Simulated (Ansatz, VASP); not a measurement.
## Ba in VASP and in Ansatz

File INCAR:

```
SYSTEM = Ba
PREC     = Accurate       ! precision mode
ENCUT    = 520            ! plane-wave cutoff, eV
EDIFF    = 1E-6           ! SCF threshold, eV
ISMEAR   = 1              ! smearing method
SIGMA    = 0.01           ! smearing width, eV
LREAL    = .False.        ! projectors in reciprocal space
LASPH    = .True.         ! aspherical terms in the spheres
NELM     = 80             ! most SCF steps
ALGO     = Normal         ! electronic algorithm
ISIF     = 2              ! what is computed and relaxed
LWAVE    = .False.        ! write WAVECAR
LCHARG   = .False.        ! write CHGCAR
GGA      = PE             ! functional
NBANDS   = 11             ! bands
```

Contents of KPOINTS:

```
Automatic mesh
0
Gamma
  9 9 9
  0 0 0
```

File POSCAR:

```
Ba
1.0
   -2.5124914082      2.5124914082      2.5124914082
    2.5124914082     -2.5124914082      2.5124914082
    2.5124914082      2.5124914082     -2.5124914082
Ba
1
Direct
    0.0000000000      0.0000000000      0.0000000000
```

Input for Ansatz:

```yaml
crystal:
  lattice:
    - [-2.5124914082, 2.5124914082, 2.5124914082]
    - [2.5124914082, -2.5124914082, 2.5124914082]
    - [2.5124914082, 2.5124914082, -2.5124914082]
  atoms:
    - { symbol: Ba, position: [0.0, 0.0, 0.0] }
hamiltonian:
  xc: pbe
  pseudopotentials:
    kind: paw
    azcp:
      Ba: "pseudopotentials/Ba.paw.azcp"
basis:
  ecutwfc: 420
  fft_grid_basis: typed
kpoints:
  mp_grid: { grid: [9, 9, 9], shift: [0, 0, 0] }
magnetization:
  spin_polarized: false
scf:
  occupations: { method: methfessel_paxton, width: 0.01 }
  lower_state_search: "off"
output:
  stress: true
```

Alike in both runs: task single point; functional PBE; k mesh 9 × 9 × 9; occupations methfessel-paxton of order 1, width 0.01 eV; no spin polarisation.

|  | VASP | Ansatz |
| --- | --- | --- |
| version | VASP 6.6.1 | Ansatz 0.2.0 |
| potentials or method | VASP PAW PBE potentials, release 64 (Ba_sv), cutoff 520 eV | plane waves (420 eV) with PAW, scalar-relativistic |
| valence electrons in the cell | 10 | 10 |

|  | VASP | Ansatz | Ansatz less VASP |
| --- | --- | --- | --- |
| pressure (GPa) | 0.1 | 0.0 | -0.05 |

Neither program's run includes spin-orbit coupling.
